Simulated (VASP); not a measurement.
Input of a VASP 6.6.1 run:

File INCAR:

```
SYSTEM = Rb
  PREC = Accurate
  ENCUT = 520
  EDIFF = 1E-7
  ISMEAR = 0
  SIGMA = 0.15
  LREAL = .FALSE.
  LASPH = .TRUE.
  NELM = 80
  ALGO = Fast
  ISIF = 2
  LWAVE = .FALSE.
  LCHARG = .TRUE.
  GGA = PE
  IVDW = 12
  LELF = .TRUE.
  LVHAR = .TRUE.
  NBANDS = 16
```

Contents of KPOINTS:

```
Automatic mesh
0
G
  8 8 6
  0 0 0
```

POSCAR

```
Rb
1.0
    0.0000000000     -3.5065327232     -3.5065327232
    0.0000000000      3.5065327232     -3.5065327232
    7.0130654464      0.0000000000      0.0000000000
Rb
2
Direct
    0.5000000000      0.5000000000      0.5000000000
    0.0000000000      0.0000000000      0.0000000000
```

Potentials or basis: VASP PAW PBE potentials, release 64 (Rb_sv).

Launch:

```bash
$ cat potpaw_PBE.64/Rb_sv/POTCAR > POTCAR
$ mpirun -np 1 vasp_std > vasp.out
```

Q: Estimate the pressure.

A: 0.0 GPa.

Q: Estimate the dispersion energy per atom.

A: -0.107 eV.

Caveat: pairwise dispersion overbinds metals, which lowers pressure and volume.
